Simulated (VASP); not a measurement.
Runs of VASP 6.6.1 on LaMnIn. The structure is hexagonal, space group P-6m2 (No. 187). The conventional cell has a = 4.593 Å, b = 4.593 Å, c = 4.097 Å, α = 90.00°, β = 90.00°, γ = 120.00°. Within 4.4 Å of La (site symmetry -6m2) lie 6 Mn at 3.35 Å and 6 In at 3.35 Å and 2 La at 4.10 Å. In (site symmetry -6m2) has 3 Mn at 2.65 Å and 6 La at 3.35 Å within 3.5 Å. Within 3.5 Å of Mn (site symmetry -6m2) lie 3 In at 2.65 Å and 6 La at 3.35 Å. 

| spin | fixed moment (μB) | pressure (GPa) | moment (μB) |
| --- | --- | --- | --- |
| collinear, zero start | 0.0 | (a) | 0.00 |
| collinear, ferromagnetic start | 4.0 | (b) | 4.00 |
| collinear, ferromagnetic start | 1.0 | 2.0 | 1.00 |
| collinear, ferromagnetic start | 3.0 | 4.8 | 3.00 |
| collinear, ferromagnetic start | 2.0 | 3.6 | 2.00 |

Alike in all rows: task single point; level PBE; potentials or basis VASP PAW PBE potentials, release 64 (La, In_d, Mn_pv); cell as given; k mesh 6 × 6 × 6; cutoff (eV) 520; smearing fermi-dirac 0.05 eV.

Problem. Estimate the missing entries.

Solution. (a) -0.9; (b) 5.7.

Caveats: the total moment is fixed, so each spin has its own Fermi level.
